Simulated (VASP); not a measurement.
# TiAl (Cm) in VASP: single point with PBE

Aim: the single point of TiAl with PBE.

Everything below comes from runs of VASP 6.6.1. Logs are shortened: lines on timing, memory, paths and dates and some standing lists are left out, and cuts for length are marked.

## Step 1: The cell of the first run

It takes space group Cm (No. 8, monoclinic). Conventional cell: a = 4.595 Å, b = 4.775 Å, c = 3.326 Å, α = 90.00°, β = 90.31°, γ = 90.00°. Within 3.4 Å of Ti (site symmetry m) lie 8 Al at 2.54 to 3.12 Å and 6 Ti at 3.31 to 3.33 Å. Within 3.4 Å of Al (site symmetry m) lie 8 Ti at 2.54 to 3.12 Å and 6 Al at 3.31 to 3.33 Å.

## Step 2: Single point, PBE (strained and its atoms moved)

Contents of INCAR:

```
SYSTEM = TiAl
ALGO = Fast
EDIFF = 1E-6
ENCUT = 520
GGA = PE
ISIF = 2
ISMEAR = 0
LASPH = .TRUE.
LCHARG = .FALSE.
LREAL = .FALSE.
LWAVE = .FALSE.
NBANDS = 14
NELM = 100
PREC = Accurate
SIGMA = 0.1
```

Contents of KPOINTS:

```
k-points
0
G
  12 12 12
  0 0 0
```

Contents of POSCAR:

```
TiAl
1.0
    3.3129025944      0.0063263374      0.0635812800
    0.0063263374      3.3261592913     -0.0063263374
    0.0635812800     -0.0063263374      3.3129025944
Ti Al
1 1
Direct
    0.0194732475     -0.0383130102     -0.0194732475
    0.4805267525      0.5383130102      0.5194732475
```

Potentials or basis: VASP PAW PBE potentials, release 64 (Ti_sv, Al).

Started as:

```sh
$ cat potpaw_PBE.64/Ti_sv/POTCAR potpaw_PBE.64/Al/POTCAR > POTCAR
$ mpirun -np 1 vasp_std > vasp.out
```

OUTCAR:

```text
SYSTEM = TiAl
   EDIFF = 1E-6
   ENCUT = 520
   GGA = PE
   ISIF = 2
   ISMEAR = 0
   LASPH = .TRUE.
   LREAL = .FALSE.
   NELM = 100
   PREC = Accurate

 ion  position               nearest neighbor table
   1  0.019  0.962  0.981-   2 2.54   2 2.78   2 2.78   2 2.86   2 2.87   2 3.07   2 3.07   2 3.12

   2  0.481  0.538  0.519-   1 2.54   1 2.78   1 2.78   1 2.86   1 2.87   1 3.07   1 3.07   1 3.12

  LATTYP: Found a base centered monoclinic cell.
 ALAT       =     4.5952516905
 B/A-ratio  =     1.0391311750
 C/A-ratio  =     0.7238278876
 COS(beta)  =    -0.0054432205

  Lattice vectors:

 A1 = (  -3.3129025944,  -0.0063263374,  -0.0635812800)
 A2 = (   0.0635812800,  -0.0063263374,   3.3129025944)
 A3 = (   0.0063263374,   3.3261592913,  -0.0063263374)

Analysis of symmetry for initial positions (statically):
=====================================================================
 Subroutine PRICEL returns:
 Original cell was already a primitive cell.

 Routine SETGRP: Setting up the symmetry group for a
 base centered monoclinic supercell.

 Subroutine GETGRP returns: Found  2 space group operations
 (whereof  2 operations were pure point group operations)
 out of a pool of  4 trial point group operations.

The static configuration has the point symmetry C_1h.

Analysis of symmetry for dynamics (positions and initial velocities):
=====================================================================
 Subroutine PRICEL returns:
 Original cell was already a primitive cell.

 Routine SETGRP: Setting up the symmetry group for a
 base centered monoclinic supercell.

 Subroutine GETGRP returns: Found  2 space group operations
 (whereof  2 operations were pure point group operations)
 out of a pool of  4 trial point group operations.

The dynamic configuration has the point symmetry C_1h.

 Subroutine INISYM returns: Found  2 space group operations
 (whereof  2 operations are pure point group operations),
 and found     1 'primitive' translations

----------------------------------------------------------------------------------------

                                     Primitive cell

  volume of cell :      36.4920

  direct lattice vectors                    reciprocal lattice vectors
     3.312902594  0.006326337  0.063581280     0.301962468 -0.000585356 -0.005796386
     0.006326337  3.326159291 -0.006326337    -0.000585356  0.300649283  0.000585356
     0.063581280 -0.006326337  3.312902594    -0.005796386  0.000585356  0.301962468

  length of vectors
     3.313518704  3.326171324  3.313518704     0.302018663  0.300650423  0.302018663

  position of ions in fractional coordinates (direct lattice)
     0.019473248  0.961686990  0.980526752
     0.480526752  0.538313010  0.519473248

  ion indices of the primitive-cell ions
   primitive index   ion index
                 1           1
                 2           2

----------------------------------------------------------------------------------------

 KPOINTS: k-points

Automatic generation of k-mesh.
 Grid dimensions read from file:
 generate k-points for:   12   12   12

 Generating k-lattice:

  Cartesian coordinates                     Fractional coordinates (reciprocal lattice)
     0.025163539 -0.000048780 -0.000483032     0.083333333  0.000000000  0.000000000
    -0.000048780  0.025054107  0.000048780     0.000000000  0.083333333  0.000000000
    -0.000483032  0.000048780  0.025163539     0.000000000 -0.000000000  0.083333333

  Length of vectors
     0.025168222  0.025054202  0.025168222

  Shift w.r.t. Gamma in fractional coordinates (k-lattice)
     0.000000000  0.000000000  0.000000000

 Subroutine IBZKPT returns following result:
 ===========================================

 Found    476 irreducible k-points:

 Following reciprocal coordinates:
            Coordinates               Weight
  0.000000  0.000000  0.000000      1.000000
  0.083333  0.000000 -0.000000      4.000000
  0.166667  0.000000 -0.000000      4.000000
  0.250000  0.000000 -0.000000      4.000000
  0.333333  0.000000 -0.000000      4.000000
  0.416667  0.000000 -0.000000      4.000000
[... 16 lines left out ...]
  0.250000  0.166667 -0.000000      4.000000
  0.333333  0.166667 -0.000000      4.000000
 [... further k-points ...]
   k-points           NKPTS =    476   k-points in BZ     NKDIM =    476   number of bands    NBANDS=     14
   number of dos      NEDOS =    301   number of ions     NIONS =      2
   total plane-waves  NPLWV =  21952
   dimension x,y,z NGX =    28 NGY =   28 NGZ =   28
   dimension x,y,z NGXF=    56 NGYF=   56 NGZF=   56
   ions per type =               1   1
   NGX,Y,Z   is equivalent  to a cutoff of  14.05, 13.99, 14.05 a.u.
   NGXF,Y,Z  is equivalent  to a cutoff of  28.10, 27.99, 28.10 a.u.
 SYSTEM =  TiAl
   PREC   = accura    normal or accurate (medium, high low for compatibility)
   ISTART =      0    job   : 0-new  1-cont  2-samecut
   ICHARG =      2    charge: 1-file 2-atom 10-const
   ISPIN  =      1    spin polarized calculation?
   LNONCOLLINEAR =      F non collinear calculations
   LSORBIT =      F    spin-orbit coupling
   LASPH  =      T    aspherical Exc in radial PAW
   ENCUT  =  520.0 eV  38.22 Ry    6.18 a.u.   6.16  6.18  6.16*2*pi/ulx,y,z
   NELM   =    100;   NELMIN=  2; NELMDL= -5     # of ELM steps
   EDIFF  = 0.1E-05   stopping-criterion for ELM
   LREAL  =      F    real-space projection
   EDIFFG = 0.1E-04   stopping-criterion for IOM
   NSW    =      0    number of steps for IOM
   IBRION =     -1    ionic relax: 0-MD 1-quasi-New 2-CG
   NFREE  =      0    steps in history (QN), initial steepest desc. (CG)
   ISIF   =      2    stress and relaxation
   ISYM   =      2    0-nonsym 1-usesym 2-fastsym
   POTIM  = 0.5000    time-step for ionic-motion
   TEBEG  =    0.0;   TEEND  =   0.0 temperature during run
   PSTRESS=    0.0 pullay stress
   NELECT =      15.0000    total number of electrons
   NUPDOWN=      -1.0000    fix difference up-down
   EMIN   =  10.00;   EMAX   =-10.00  energy-range for DOS
   EFERMI =   0.00;   METHOD = LEGACY
   ISMEAR =     0;   SIGMA  =   0.10  broadening in eV -4-tet -1-fermi 0-gaus
   EFERMI_NEDOS =   21; number of points for ismear=-14 and -15
   IALGO  =     68    algorithm
   IMIX   =      4    mixing-type and parameters
     AMIX     =   0.40;   BMIX     =  1.00
     AMIX_MAG =   1.60;   BMIX_MAG =  1.00
  volume/ion in A,a.u.               =      18.25       123.13
  Fermi-wavevector in a.u.,A,eV,Ry     =   1.217231  2.300232 20.159077  1.481650
  Thomas-Fermi vector in A             =   2.352558
   LORBIT       =      0    0 simple, 1 ext, 2 COOP (PROOUT), +10 PAW based schemes
   GGA     = PE    functional components
   LHFCALC =     F    Hartree Fock is set to
   AEXX    =    0.0000 exact exchange contribution
   IVDW    =     0    specifies the selected vdW correction
   LEPSILON=     F    determine dielectric tensor
   LRPA    =     F    only Hartree local field effects (RPA)
 non-spin polarized calculation
 RMM-DIIS sequential band-by-band and
 Gauss-broadening in eV      SIGMA  =   0.10
  energy-cutoff  :      520.00
  volume of cell :       36.49
 maximum number of plane-waves:       996
 NGX is ok and might be reduce to    28
   NGX = 13   NGY = 13   NGZ = 13

 number of electron      14.9999998 magnetization

 Free energy of the ion-electron system (eV)
  ---------------------------------------------------
  ext. energy  EPLUGINS =         0.00000000
  ---------------------------------------------------
  free energy    TOTEN  =       -11.73187504 eV

  energy without entropy =      -11.71553157  energy(sigma->0) =      -11.72370331

 E-fermi :   7.4215     XC(G=0): -10.5298

 val. band max:        7.4197431527   @ k =   0.3333   0.2500  -0.0000
 cond. band min:       7.4229323839   @ k =  -0.2500   0.3333   0.0000
 fundamental gap:      0.0031892313
 Fermi energy:         7.4215416583

 k-point     1 :       0.0000    0.0000    0.0000
  band No.  band energies     occupation
      1     -49.6653      2.00000
      2     -25.8967      2.00000
      3     -25.8760      2.00000
      4     -25.8635      2.00000
      5      -1.2068      2.00000
      6       6.2172      2.00000
      7       6.2387      2.00000
      8       8.7735      0.00000
      9       8.9841      0.00000
     10       9.0359      0.00000
     11      11.4302      0.00000
     12      11.5304      0.00000
     13      11.5581      0.00000
     14      15.5346      0.00000

 k-point     2 :       0.0833    0.0000   -0.0000
  band No.  band energies     occupation
      1     -49.6647      2.00000
      2     -25.8997      2.00000
      3     -25.8762      2.00000
      4     -25.8663      2.00000
      5      -1.1069      2.00000
      6       6.1738      2.00000
      7       6.2636      2.00000
      8       8.6637      0.00000
      9       8.8386      0.00000
     10       9.0130      0.00000
     11      10.9452      0.00000
     12      11.7159      0.00000
     13      11.8444      0.00000
     14      15.4462      0.00000

 k-point     3 :       0.1667    0.0000   -0.0000
  band No.  band energies     occupation
      1     -49.6632      2.00000
      2     -25.9127      2.00000
      3     -25.8772      2.00000
      4     -25.8688      2.00000
      5      -0.8106      2.00000
      6       5.9145      2.00000
      7       6.3812      2.00000
      8       8.3773      0.00000
      9       8.5099      0.00000
     10       9.0168      0.00000
     11      10.1677      0.00000
     12      12.2849      0.00000
     13      12.3947      0.00000
     14      15.1499      0.00000

 k-point     4 :       0.2500    0.0000   -0.0000
  band No.  band energies     occupation
      1     -49.6611      2.00000
      2     -25.9361      2.00000
      3     -25.8770      2.00000
      4     -25.8677      2.00000
      5      -0.3281      2.00000
      6       5.3013      2.00000
      7       6.5536      2.00000
      8       8.0476      0.00000
      9       8.1622      0.00000
     10       9.0457      0.00000
     11       9.7335      0.00000
     12      13.0295      0.00000
     13      13.1212      0.00000
     14      14.7326      0.00000

 k-point     5 :       0.3333    0.0000   -0.0000
  band No.  band energies     occupation
      1     -49.6590      2.00000
      2     -25.9615      2.00000
      3     -25.8757      2.00000
      4     -25.8658      2.00000
      5       0.3209      2.00000
      6       4.3781      2.00000
      7       6.7399      2.00000
      8       7.7664      0.00000
      9       7.8751      0.00000
     10       9.0808      0.00000
     11       9.7164      0.00000
[... 276 lines left out ...]
 k-point    22 :       0.1667    0.1667   -0.0000
  band No.  band energies     occupation
      1     -49.6612      2.00000
      2     -25.9130      2.00000
      3     -25.8988      2.00000
      4     -25.8675      2.00000
      5      -0.4374      2.00000
      6       6.0251      2.00000
      7       6.1853      2.00000
      8       7.9422      0.00000
      9       8.4107      0.00000
     10       8.7053      0.00000
     11      10.4301      0.00000
     12      11.2455      0.00000
     13      12.9740      0.00000
     14      15.5323      0.00000

 k-point    23 :       0.2500    0.1667   -0.0000
  band No.  band energies     occupation
      1     -49.6592      2.00000
      2     -25.9335      2.00000
      3     -25.8998      2.00000
      4     -25.8676      2.00000
      5       0.0261      2.00000
      6       5.5307      2.00000
      7       6.3091      2.00000
      8       7.6983      0.00009
      9       8.1543      0.00000
     10       8.7051      0.00000
     11      10.0585      0.00000
     12      11.5072      0.00000
     13      13.6137      0.00000
     14      15.3027      0.00000

 k-point    24 :       0.3333    0.1667   -0.0000
  band No.  band energies     occupation
      1     -49.6571      2.00000
      2     -25.9584      2.00000
      3     -25.8978      2.00000
      4     -25.8663      2.00000
      5       0.6464      2.00000
      6       4.6485      2.00000
      7       6.5559      2.00000
      8       7.5175      0.17497
      9       7.9037      0.00000
     10       8.7562      0.00000
     11       9.8621      0.00000
     12      12.0198      0.00000
     13      14.2910      0.00000
     14      14.9503      0.00000

 [... further k-points ...]

------------------------ aborting loop because EDIFF is reached ----------------------------------------

  FORCE on cell =-STRESS in cart. coord.  units (eV):
  Direction    XX          YY          ZZ          XY          YZ          ZX
  --------------------------------------------------------------------------------------
  -------------------------------------------------------------------------------------
  Total       -1.6198353     -1.8364681     -1.6198353     -0.5055993      0.5055992     -0.7159549
  in kB      -71.1187768    -80.6300265    -71.1187768    -22.1983089     22.1983033    -31.4339590
  external PRESSURE =     -74.2891934 kB  Pullay stress =       0.0000000 kB

 VOLUME and BASIS-vectors are now :
 -----------------------------------------------------------------------------
  energy-cutoff  :      520.00
  volume of cell :       36.49
      direct lattice vectors                 reciprocal lattice vectors
     3.312902594  0.006326337  0.063581280     0.301962468 -0.000585356 -0.005796386
     0.006326337  3.326159291 -0.006326337    -0.000585356  0.300649283  0.000585356
     0.063581280 -0.006326337  3.312902594    -0.005796386  0.000585356  0.301962468

 POSITION                                       TOTAL-FORCE (eV/Angst)
 -----------------------------------------------------------------------------------
      0.13294      3.19264      3.24354        -0.729276      1.158593      0.729276
      1.62837      1.79027      1.74811         0.729276     -1.158593     -0.729276
 -----------------------------------------------------------------------------------
    total drift:                               -0.000124      0.000652      0.000123

  FREE ENERGIE OF THE ION-ELECTRON SYSTEM (eV)
  ---------------------------------------------------
  free  energy   TOTEN  =       -11.7318750404 eV

  energy  without entropy=      -11.7155315706  energy(sigma->0) =      -11.72370331
```

Wall time 12 min (1 thread of Intel Xeon 8259CL, shared host); peak memory 0.36 GiB.

Results:

* Free energy: -11.7319 eV
* Pressure: -7.4 GPa
* Largest force: 1.551 eV/Å
* Band gap on the k mesh: zero (an odd number of electrons rules out a gap without spin polarisation)

Forces on the atoms (eV/Å):
```
Ti  -0.729  1.159  0.729
Al   0.729 -1.159 -0.729
```

Levels at points of the mesh, in eV from the Fermi level:
```csv
k point,band 5,band 6,band 7,band 8,band 9,band 10
"(0.00, 0.00, 0.00)",-8.63,-1.20,-1.18,1.35,1.56,1.61
"(0.50, 0.00, 0.00)",-5.77,-4.71,-0.48,0.10,0.21,1.70
"(0.00, 0.50, 0.00)",-5.84,-4.70,-0.49,0.04,0.33,1.67
"(0.50, 0.50, 0.00)",-4.62,-2.11,-2.00,-1.12,0.59,0.72
"(0.50, 0.00, 0.50)",-4.65,-2.17,-1.87,-1.13,0.68,0.76
"(0.50, 0.50, 0.50)",-2.76,-2.69,-2.60,0.07,2.33,2.36
```

Caveat: the cell differs from its parent crystal (strained and its atoms moved); the cell stands under tension; forces of over 1 eV/Å act on the atoms, so gaps and moduli don't describe the material at rest.
